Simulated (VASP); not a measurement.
Runs of VASP 6.6.1 on Rh. The structure is that of space group Fm-3m (No. 225), or close to it. The cells are those of the table. 

```tsv
cell	gap on the mesh (eV)	pressure (GPa)
a = 2.648 Å, angles 60.0°, 1 atom	none	3.4
a = 2.702 Å, angles 60.0°, 1 atom	none	-13.9
a = 2.666 Å, angles 60.0°, 1 atom	none	-3.1
a = 2.719 Å, angles 60.0°, 1 atom	none	-18.4
a = 2.737 Å, angles 60.0°, 1 atom	none	(a)
a = 2.684 Å, angles 60.0°, 1 atom	none	-8.9
a = 2.629 Å, angles 60.0°, 1 atom	none	(b)
```

Alike in all rows: task single point; level LDA; potentials or basis VASP PAW LDA potentials, release 64 (Rh_pv); no spin polarisation; k mesh 13 × 13 × 13; cutoff (eV) 500; smearing methfessel-paxton 0.01 eV.

Task: Estimate the missing entries.

Result: (a) -22.3; (b) 10.8.

A k mesh can miss the band edges, and the runs leave out spin-orbit coupling on Rh.

A gap of «none» marks levels without a gap at the run's occupations.
